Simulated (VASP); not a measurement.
Wanted: the native input for a VASP 6.6.1 run.

```
Task                   : single point
Functional             : PBE
Potentials or basis    : VASP PAW PBE potentials, release 64 (Ba_sv, Cd, Se)
Cutoff                 : 520 eV
k mesh                 : 6 × 6 × 6
Occupations            : gaussian, width 0.1 eV
Spin                   : no spin polarisation
Dipole correction      : no
Further INCAR settings : ALGO = Normal; EDIFF = 1e-07; NBANDS = 45
```

The structure of BaCd3Se4 lies in POSCAR:

```
BaCd3Se4
1.0
   -3.8249177164      3.8249177164      3.5983749304
    3.8249177164     -3.8249177164      3.5983749304
    3.8249177164      3.8249177164     -3.5983749304
Ba Cd Se
1 3 4
Direct
    0.0000000000      0.0000000000      0.0000000000
    0.5000000000      0.0000000000      0.5000000000
    0.0000000000      0.5000000000      0.5000000000
    0.5000000000      0.5000000000      0.0000000000
    0.9375543326      0.4375543326      0.8751086653
    0.5624456674      0.0624456674      0.1248913347
    0.0624456674      0.9375543326      0.5000000000
    0.4375543326      0.5624456674      0.5000000000
```

The cell was generated, and may not be a known phase.

The input as run:

INCAR

```
  PREC = Accurate
  ENCUT = 520
  EDIFF = 1E-7
  ISMEAR = 0
  SIGMA = 0.1
  LREAL = F
  LASPH = T
  NELM = 60
  ALGO = Normal
  ISIF = 2
  LWAVE = F
  LCHARG = T
  GGA = PE
  LELF = T
  LVHAR = T
  NBANDS = 45
```

KPOINTS

```
Automatic mesh
0
Gamma
  6 6 6
```

Potentials or basis: VASP PAW PBE potentials, release 64 (Ba_sv, Cd, Se).

The run is started by

```sh
$ cat potpaw_PBE.64/Ba_sv/POTCAR potpaw_PBE.64/Cd/POTCAR potpaw_PBE.64/Se/POTCAR > POTCAR
$ mpirun -np 1 vasp_std > vasp.out
```

Results of the run:

| Item | Value |
| --- | --- |
| Pressure | 0.4 GPa |
| Largest force | 0.019 eV/Å |
| Band gap on the k mesh | zero (bands 35 and 36 overlap by 0.06 eV) |

Caveat: semilocal functionals underestimate gaps, and a narrow one can read as zero; spin-orbit coupling is left out, which moves the levels of the heavy elements.

Run time: 2.2 min on 1 thread of Intel(R) Xeon(R) 6975P-C (Granite Rapids) (shared host), peak memory 0.47 GiB.
